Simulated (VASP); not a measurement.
**C: single point with RPBE**

The system is C.

```
C
1.0
     0.00000    1.79433    1.79433
     1.79433    0.00000    1.79433
     1.79433    1.79433    0.00000
C
2
Direct
  0.50000 0.50000 0.50000
  0.75000 0.75000 0.75000
```

```
Program                : VASP 6.6.1
Task                   : single point
Functional             : RPBE
Potentials or basis    : VASP PAW PBE potentials, release 64 (C)
Cutoff                 : 520 eV
k mesh                 : 13 × 13 × 13
Occupations            : fermi-dirac, width 0.05 eV
Spin                   : no spin polarisation
Dipole correction      : no
Further INCAR settings : ALGO = Normal; EDIFF = 1e-06; NBANDS = 11
```

* Pressure: 0.5 GPa
* Band gap on the k mesh: 4.10 eV, indirect (least direct gap 5.54 eV)

Levels at points of the mesh, in eV from the valence-band top:
```
           k point  band 2  band 3  band 4  band 5  band 6  band 7
(0.00, 0.00, 0.00)    0.00    0.00    0.00    5.54    5.54    5.54
```

Run time: 16 s on 1 thread of AMD EPYC 7R13, on a shared host, peak memory 0.09 GiB.

Caveat: the PAW data sets were made with another functional, which shifts forces and pressure a little. A k mesh can miss the band edges.
